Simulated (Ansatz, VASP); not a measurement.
One calculation of In4Sb, two programs

```
In Sb
1.0
     5.54694    0.00000    0.00000
     0.00000    5.54694    0.00000
     0.00000    0.00000    5.54694
In Sb
4 1
Direct
  0.00000 0.50000 0.50000
  0.50000 0.00000 0.50000
  0.50000 0.50000 0.00000
  0.50000 0.50000 0.50000
  0.00000 0.00000 0.00000
```

Alike in both runs: functional PBE; k mesh 4 × 4 × 4; occupations gaussian, width 0.1 eV; no spin polarisation.

Ansatz relaxed the structure, and its values are those at the end. VASP's run is a single point on that final structure, the one shown.

|  | VASP | Ansatz |
| --- | --- | --- |
| version | VASP 6.6.1 | Ansatz 0.2.0 |
| potentials or method | VASP PAW PBE potentials, release 64 (In_d, Sb), cutoff 520 eV | scalar-relativistic, plane waves, PAW |
| valence electrons in the cell | 57 | 67 |

|  | VASP | Ansatz | Ansatz less VASP |
| --- | --- | --- | --- |
| gap on the k mesh at the Fermi level (eV) | none | none | - |
| pressure (GPa) | 0.0 | 0.0 | +0.01 |

A gap of «none» marks a metal or a gap that the smearing closes. With one functional, cell and mesh, what is left measures potentials, basis and numerics. VASP's potentials hold 57 valence electrons a cell and Ansatz's 67, so a difference there can come from the potentials and not from the codes.

Neither program's run includes spin-orbit coupling.
